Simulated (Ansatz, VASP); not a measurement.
# Two plane-wave programs on As3F

```xyz
4
Lattice="4.1315 0.0000 0.0000 0.0000 4.1315 0.0000 0.0000 0.0000 4.0890" Properties=species:S:1:pos:R:3 pbc="T T T"
As    0.0000    2.0658    2.0445
As    2.0658    0.0000    2.0445
As    2.0658    2.0658    0.0000
F     0.0000    0.0000    0.0000
```

Alike in both runs: task relaxation of cell and atoms; functional PBE; k mesh 12 × 12 × 12; occupations gaussian, width 0.1 eV; no spin polarisation.

|  | VASP | Ansatz |
| --- | --- | --- |
| version | VASP 6.6.1 | Ansatz 0.2.0 |
| potentials or method | VASP PAW PBE potentials, release 64 (As, F), cutoff 600 eV | scalar-relativistic, plane waves, PAW |
| valence electrons in the cell | 22 | 52 |

```csv
,VASP,Ansatz,Ansatz less VASP
"gap on the k mesh at the Fermi level, each at its own relaxed structure (eV)",none,none,-
relaxed volume (Å³/atom),16.56,16.58,+0.020
relaxed cell length with the largest relative difference (Å),4.018,4.021,+0.0026
```

A gap of «none» marks a metal or a gap that the smearing closes. VASP's potentials hold 22 valence electrons a cell and Ansatz's 52, so a difference there can come from the potentials and not from the codes.
